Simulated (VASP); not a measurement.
# Te3Ru (P4/mmm) in VASP: notebook, part 2 of 2

VASP 6.6.1. The steps go on from the part before.

## Step 4: Single point, PBE

This run uses another cell than the first one, of 29.74 Å³/atom.

INCAR reads:

```
SYSTEM = Te3Ru
PREC = Accurate ; ENCUT = 520
EDIFF = 1E-6 ; ISMEAR = 0
SIGMA = 0.1 ; LREAL = .False.
LASPH = .True. ; NELM = 100
ALGO = Normal ; ISIF = 2
LWAVE = .False. ; LCHARG = .False.
GGA = PE ; NBANDS = 24
```

KPOINTS reads:

```
Automatic mesh
0
Gamma
  6 6 2
  0 0 0
```

POSCAR reads:

```
Te3Ru
1.0
    3.0103588675      0.0000000000      0.0000000000
    0.0000000000      3.0103588675      0.0000000000
    0.0000000000      0.0000000000     13.1273547053
Te Ru
3 1
Direct
    0.5000000000      0.5000000000      0.3060427746
    0.5000000000      0.5000000000      0.6939572254
    0.0000000000      0.0000000000      0.0000000000
    0.5000000000      0.5000000000      0.5000000000
```

Potentials or basis: VASP PAW PBE potentials, release 64 (Te, Ru_pv).

Command:

```sh
> cat potpaw_PBE.64/Te/POTCAR potpaw_PBE.64/Ru_pv/POTCAR > POTCAR
> mpirun -np 1 vasp_std > vasp.out
```

OUTCAR:

```text
SYSTEM = Te3Ru
   PREC = Accurate
   ENCUT = 520
   EDIFF = 1E-6
   ISMEAR = 0
   LREAL = .False.
   LASPH = .True.
   NELM = 100
   ISIF = 2
   GGA = PE

 ion  position               nearest neighbor table
   1  0.500  0.500  0.306-   4 2.55
   2  0.500  0.500  0.694-   4 2.55
   3  0.000  0.000  0.000-
   4  0.500  0.500  0.500-   1 2.55   2 2.55

  LATTYP: Found a simple tetragonal cell.
 ALAT       =     3.0103588675
 C/A-ratio  =     4.3607275023

  Lattice vectors:

 A1 = (   3.0103588675,   0.0000000000,   0.0000000000)
 A2 = (   0.0000000000,   3.0103588675,   0.0000000000)
 A3 = (   0.0000000000,   0.0000000000,  13.1273547053)

Analysis of symmetry for initial positions (statically):
=====================================================================
 Subroutine PRICEL returns:
 Original cell was already a primitive cell.

 Routine SETGRP: Setting up the symmetry group for a
 simple tetragonal supercell.

 Subroutine GETGRP returns: Found 16 space group operations
 (whereof 16 operations were pure point group operations)
 out of a pool of 16 trial point group operations.

The static configuration has the point symmetry D_4h.

Analysis of symmetry for dynamics (positions and initial velocities):
=====================================================================
 Subroutine PRICEL returns:
 Original cell was already a primitive cell.

 Routine SETGRP: Setting up the symmetry group for a
 simple tetragonal supercell.

 Subroutine GETGRP returns: Found 16 space group operations
 (whereof 16 operations were pure point group operations)
 out of a pool of 16 trial point group operations.

The dynamic configuration has the point symmetry D_4h.

 Subroutine INISYM returns: Found 16 space group operations
 (whereof 16 operations are pure point group operations),
 and found     1 'primitive' translations

----------------------------------------------------------------------------------------

                                     Primitive cell

  volume of cell :     118.9635

  direct lattice vectors                    reciprocal lattice vectors
     3.010358867  0.000000000  0.000000000     0.332186309  0.000000000  0.000000000
     0.000000000  3.010358867  0.000000000     0.000000000  0.332186309  0.000000000
     0.000000000  0.000000000 13.127354705     0.000000000  0.000000000  0.076176810

  length of vectors
     3.010358867  3.010358867 13.127354705     0.332186309  0.332186309  0.076176810

  position of ions in fractional coordinates (direct lattice)
     0.500000000  0.500000000  0.306042775
     0.500000000  0.500000000  0.693957225
     0.000000000  0.000000000  0.000000000
     0.500000000  0.500000000  0.500000000

  ion indices of the primitive-cell ions
   primitive index   ion index
                 1           1
                 2           2
                 3           3
                 4           4

----------------------------------------------------------------------------------------

 KPOINTS: Automatic mesh

Automatic generation of k-mesh.
 Grid dimensions read from file:
 generate k-points for:    6    6    2

 Generating k-lattice:

  Cartesian coordinates                     Fractional coordinates (reciprocal lattice)
     0.055364385  0.000000000  0.000000000     0.166666667  0.000000000  0.000000000
     0.000000000  0.055364385  0.000000000     0.000000000  0.166666667  0.000000000
     0.000000000  0.000000000  0.038088405     0.000000000  0.000000000  0.500000000

  Length of vectors
     0.055364385  0.055364385  0.038088405

  Shift w.r.t. Gamma in fractional coordinates (k-lattice)
     0.000000000  0.000000000  0.000000000

 Subroutine IBZKPT returns following result:
 ===========================================

 Found     20 irreducible k-points:

 Following reciprocal coordinates:
            Coordinates               Weight
  0.000000  0.000000  0.000000      1.000000
  0.166667  0.000000  0.000000      4.000000
  0.333333  0.000000  0.000000      4.000000
  0.500000  0.000000  0.000000      2.000000
  0.166667  0.166667  0.000000      4.000000
  0.333333  0.166667  0.000000      8.000000
[... 12 lines left out ...]
  0.500000  0.333333  0.500000      4.000000
  0.500000  0.500000  0.500000      1.000000
   k-points           NKPTS =     20   k-points in BZ     NKDIM =     20   number of bands    NBANDS=     24
   number of dos      NEDOS =    301   number of ions     NIONS =      4
   total plane-waves  NPLWV =  56448
   dimension x,y,z NGX =    24 NGY =   24 NGZ =   98
   dimension x,y,z NGXF=    48 NGYF=   48 NGZF=  196
   ions per type =               3   1
   NGX,Y,Z   is equivalent  to a cutoff of  13.25, 13.25, 12.41 a.u.
   NGXF,Y,Z  is equivalent  to a cutoff of  26.51, 26.51, 24.82 a.u.
 SYSTEM =  Te3Ru
   PREC   = accura    normal or accurate (medium, high low for compatibility)
   ISTART =      0    job   : 0-new  1-cont  2-samecut
   ICHARG =      2    charge: 1-file 2-atom 10-const
   ISPIN  =      1    spin polarized calculation?
   LNONCOLLINEAR =      F non collinear calculations
   LSORBIT =      F    spin-orbit coupling
   LASPH  =      T    aspherical Exc in radial PAW
   ENCUT  =  520.0 eV  38.22 Ry    6.18 a.u.   5.60  5.60 24.41*2*pi/ulx,y,z
   NELM   =    100;   NELMIN=  2; NELMDL= -5     # of ELM steps
   EDIFF  = 0.1E-05   stopping-criterion for ELM
   LREAL  =      F    real-space projection
   EDIFFG = 0.1E-04   stopping-criterion for IOM
   NSW    =      0    number of steps for IOM
   IBRION =     -1    ionic relax: 0-MD 1-quasi-New 2-CG
   NFREE  =      0    steps in history (QN), initial steepest desc. (CG)
   ISIF   =      2    stress and relaxation
   ISYM   =      2    0-nonsym 1-usesym 2-fastsym
   POTIM  = 0.5000    time-step for ionic-motion
   TEBEG  =    0.0;   TEEND  =   0.0 temperature during run
   PSTRESS=    0.0 pullay stress
   NELECT =      32.0000    total number of electrons
   NUPDOWN=      -1.0000    fix difference up-down
   EMIN   =  10.00;   EMAX   =-10.00  energy-range for DOS
   EFERMI =   0.00;   METHOD = LEGACY
   ISMEAR =     0;   SIGMA  =   0.10  broadening in eV -4-tet -1-fermi 0-gaus
   EFERMI_NEDOS =   21; number of points for ismear=-14 and -15
   IALGO  =     38    algorithm
   IMIX   =      4    mixing-type and parameters
     AMIX     =   0.40;   BMIX     =  1.00
     AMIX_MAG =   1.60;   BMIX_MAG =  1.00
  volume/ion in A,a.u.               =      29.74       200.70
  Fermi-wavevector in a.u.,A,eV,Ry     =   1.056786  1.997035 15.194931  1.116796
  Thomas-Fermi vector in A             =   2.192034
   LORBIT       =      0    0 simple, 1 ext, 2 COOP (PROOUT), +10 PAW based schemes
   GGA     = PE    functional components
   LHFCALC =     F    Hartree Fock is set to
   AEXX    =    0.0000 exact exchange contribution
   IVDW    =     0    specifies the selected vdW correction
   LEPSILON=     F    determine dielectric tensor
   LRPA    =     F    only Hartree local field effects (RPA)
 non-spin polarized calculation
 Gauss-broadening in eV      SIGMA  =   0.10
  energy-cutoff  :      520.00
  volume of cell :      118.96
 maximum number of plane-waves:      3240
 NGX is ok and might be reduce to    24
   NGX = 11   NGY = 11   NGZ = 49

 number of electron      32.0000002 magnetization

 Free energy of the ion-electron system (eV)
  ---------------------------------------------------
  ext. energy  EPLUGINS =         0.00000000
  ---------------------------------------------------
  free energy    TOTEN  =       -16.64131472 eV

  energy without entropy =      -16.60716669  energy(sigma->0) =      -16.62424071

 E-fermi :   6.2604     XC(G=0):  -9.5283

 val. band max:        6.2588716499   @ k =   0.3333   0.3333   0.0000
 cond. band min:       6.2605045465   @ k =   0.3333   0.3333   0.0000
 fundamental gap:      0.0016328967
 Fermi energy:         6.2603563937

 k-point     1 :       0.0000    0.0000    0.0000
  band No.  band energies     occupation
      1     -35.7380      2.00000
      2     -35.6337      2.00000
      3     -35.6337      2.00000
      4      -7.4813      2.00000
      5      -7.2723      2.00000
      6      -6.9892      2.00000
[... 16 lines left out ...]
     23      12.6642      0.00000
     24      13.4253      0.00000
[... 490 lines left out ...]
      2     -35.7853      2.00000
      3     -35.7051      2.00000
      4      -2.6827      2.00000
      5      -2.2722      2.00000
      6      -1.9395      2.00000
[... 16 lines left out ...]
     23       9.6306      0.00000
     24      10.8180      0.00000

------------------------ aborting loop because EDIFF is reached ----------------------------------------

  FORCE on cell =-STRESS in cart. coord.  units (eV):
  Direction    XX          YY          ZZ          XY          YZ          ZX
  --------------------------------------------------------------------------------------
  -------------------------------------------------------------------------------------
  Total       -0.0586714     -0.0586714      0.0576943      0.0000000      0.0000000      0.0000000
  in kB       -0.7901749     -0.7901749      0.7770158      0.0000000      0.0000000      0.0000000
  external PRESSURE =      -0.2677780 kB  Pullay stress =       0.0000000 kB

 VOLUME and BASIS-vectors are now :
 -----------------------------------------------------------------------------
  energy-cutoff  :      520.00
  volume of cell :      118.96
      direct lattice vectors                 reciprocal lattice vectors
     3.010358867  0.000000000  0.000000000     0.332186309  0.000000000  0.000000000
     0.000000000  3.010358867  0.000000000     0.000000000  0.332186309  0.000000000
     0.000000000  0.000000000 13.127354705     0.000000000  0.000000000  0.076176810

 POSITION                                       TOTAL-FORCE (eV/Angst)
 -----------------------------------------------------------------------------------
      1.50518      1.50518      4.01753        -0.000000     -0.000000      0.006213
      1.50518      1.50518      9.10982         0.000000     -0.000000     -0.006213
      0.00000      0.00000      0.00000        -0.000000      0.000000     -0.000000
      1.50518      1.50518      6.56368        -0.000000      0.000000     -0.000000
 -----------------------------------------------------------------------------------
    total drift:                                0.000000      0.000000     -0.000000

  FREE ENERGIE OF THE ION-ELECTRON SYSTEM (eV)
  ---------------------------------------------------
  free  energy   TOTEN  =       -16.6413147209 eV

  energy  without entropy=      -16.6071666925  energy(sigma->0) =      -16.62424071
```

OSZICAR:

```text
N       E                     dE             d eps       ncg     rms          rms(c)
DAV:   1     0.155631774023E+03    0.15563E+03   -0.15240E+04  1152   0.114E+03
DAV:   2    -0.978689745069E+01   -0.16542E+03   -0.15716E+03  1160   0.235E+02
DAV:   3    -0.172000737702E+02   -0.74132E+01   -0.72455E+01  1184   0.453E+01
DAV:   4    -0.173279905275E+02   -0.12792E+00   -0.12778E+00  1208   0.620E+00
DAV:   5    -0.173305515175E+02   -0.25610E-02   -0.25608E-02  1272   0.844E-01    0.120E+01
DAV:   6    -0.203768193308E+02   -0.30463E+01   -0.24792E+01  1112   0.133E+01    0.193E+01
DAV:   7    -0.167794420109E+02    0.35974E+01   -0.32551E+00  1088   0.104E+01    0.743E+00
DAV:   8    -0.169582459247E+02   -0.17880E+00   -0.38055E+00  1136   0.574E+00    0.491E+00
DAV:   9    -0.166772733259E+02    0.28097E+00   -0.52106E-01  1080   0.249E+00    0.179E+00
DAV:  10    -0.166662938197E+02    0.10980E-01   -0.51478E-01  1120   0.987E-01    0.882E-01
DAV:  11    -0.166485938482E+02    0.17700E-01   -0.64720E-02  1072   0.107E+00    0.785E-01
DAV:  12    -0.166428410124E+02    0.57528E-02   -0.28282E-02  1112   0.405E-01    0.442E-01
DAV:  13    -0.166420947309E+02    0.74628E-03   -0.90135E-03  1080   0.229E-01    0.231E-01
DAV:  14    -0.166413173387E+02    0.77739E-03   -0.13795E-03  1120   0.834E-02    0.701E-02
DAV:  15    -0.166413200359E+02   -0.26973E-05   -0.57718E-05  1096   0.327E-02    0.298E-02
DAV:  16    -0.166413146576E+02    0.53783E-05   -0.10356E-05  1120   0.118E-02    0.891E-03
DAV:  17    -0.166413147209E+02   -0.63288E-07   -0.95891E-07   704   0.564E-03
   1 F= -.16641315E+02 E0= -.16624241E+02  d E =-.341480E-01
```

Wall time 38 s (1 thread of Intel Xeon Platinum 8488C (Sapphire Rapids), shared host); peak memory 0.25 GiB.

What came out:

```
Free energy            : -16.6413 eV
Pressure               : 0.0 GPa
Largest force          : 0.006 eV/Å
Band gap on the k mesh : zero (bands 16 and 17 overlap by 3.28 eV)
```

Forces on the atoms (eV/Å):
```
Te   0.000  0.000  0.006
Te   0.000  0.000 -0.006
Te   0.000  0.000  0.000
Ru   0.000  0.000  0.000
```

Levels at points of the mesh, in eV from the Fermi level:
| k point | band 12 | band 13 | band 14 | band 15 | band 16 | band 17 | band 18 | band 19 | band 20 | band 21 |
| --- | --- | --- | --- | --- | --- | --- | --- | --- | --- | --- |
| (0.00, 0.00, 0.00) | -0.50 | -0.50 | 0.69 | 2.04 | 2.68 | 2.68 | 3.05 | 3.05 | 3.29 | 3.29 |
| (0.50, 0.00, 0.00) | -1.87 | -1.79 | -1.19 | -0.36 | -0.21 | 1.35 | 2.00 | 4.30 | 4.60 | 4.95 |
| (0.50, 0.50, 0.00) | -3.90 | -2.54 | -2.37 | -1.01 | -1.01 | 0.21 | 0.71 | 1.51 | 2.82 | 2.88 |
| (0.00, 0.00, 0.50) | -0.50 | -0.50 | 0.69 | 2.71 | 2.71 | 2.86 | 3.00 | 3.00 | 3.32 | 3.32 |
| (0.50, 0.00, 0.50) | -1.79 | -1.66 | -1.37 | -0.36 | -0.21 | 1.47 | 1.89 | 4.18 | 4.60 | 4.95 |
| (0.50, 0.50, 0.50) | -3.92 | -2.54 | -2.36 | -1.00 | -1.00 | 0.18 | 0.71 | 1.51 | 2.77 | 3.07 |

Caveat: spin-orbit coupling is left out, which moves the levels of the heavy elements; this functional lacks dispersion, which binds layers or chains, so the pressure and a relaxed spacing across them are unreliable.

## Step 5: Overview

| cell | k mesh | gap on the mesh (eV) | pressure (GPa) | largest force (eV/Å) |
| --- | --- | --- | --- | --- |
| a = 3.151, b = 3.151, c = 10.773 Å, 4 atoms, atomic positions A | 4 × 4 × 4 | none | -0.1 | 0.02 |
| a = 4.433, b = 4.433, c = 6.263 Å, 4 atoms, atomic positions B | 4 × 4 × 4 | none | 39.7 | 1.54 |
| a = 3.010, b = 3.010, c = 13.127 Å, 4 atoms, atomic positions C | 6 × 6 × 2 | none | 0.0 | 0.01 |

Alike in all rows: task single point; level PBE; potentials or basis VASP PAW PBE potentials, release 64 (Te, Ru_pv); no spin polarisation; cutoff (eV) 520; smearing gaussian 0.1 eV.

Caveats: some runs use coarse meshes; spin-orbit coupling is left out, which moves the levels of the heavy elements; this functional lacks dispersion, which binds layers or chains, so the pressure and a relaxed spacing across them are unreliable (at least some runs); the stress differs along the axes, from 2 to 115 GPa (at least some runs); forces of over 1 eV/Å act on the atoms, so gaps and moduli don't describe the material at rest (at least some runs).

Absolute energies hang on the potentials; compare differences alone.

The gap in the log of VASP goes by the Fermi energy; the results here count the filled bands.